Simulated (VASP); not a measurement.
F, 3 atoms in the cell. Symmetry: Pm-3m, No. 221, cubic system. The conventional cell has a = 4.568 Å, b = 4.568 Å, c = 4.568 Å, α = 90.00°, β = 90.00°, γ = 90.00°. Within 4.2 Å of F (site symmetry 4/mmm) lie 8 F at 3.23 Å. 

| Property | Result |
| --- | --- |
| Program | VASP 6.6.1 |
| Task | single point |
| Functional | PBEsol |
| Potentials or basis | VASP PAW PBE potentials, release 64 (F) |
| Cutoff | 520 eV |
| k mesh | 5 × 5 × 5 |
| Occupations | methfessel-paxton, width 0.1 eV |
| Spin | no spin polarisation |
| Dipole correction | no |
| Further INCAR settings | ALGO = Normal; EDIFF = 1e-06; NBANDS = 18 |

Potentials or basis: VASP PAW PBE potentials, release 64 (F).

Launch:

```sh
$ cat potpaw_PBE.64/F/POTCAR > POTCAR
$ mpirun -np 1 vasp_std > vasp.out
```

Hardware: 1 thread of AMD EPYC 7R13, on a shared host.

Task: How long does it take, and how much memory?

Result: Wall time 30 s on 1 thread of AMD EPYC 7R13, with other jobs on the host, peak memory 0.16 GiB. Counts: scf iterations 14, k points 10.
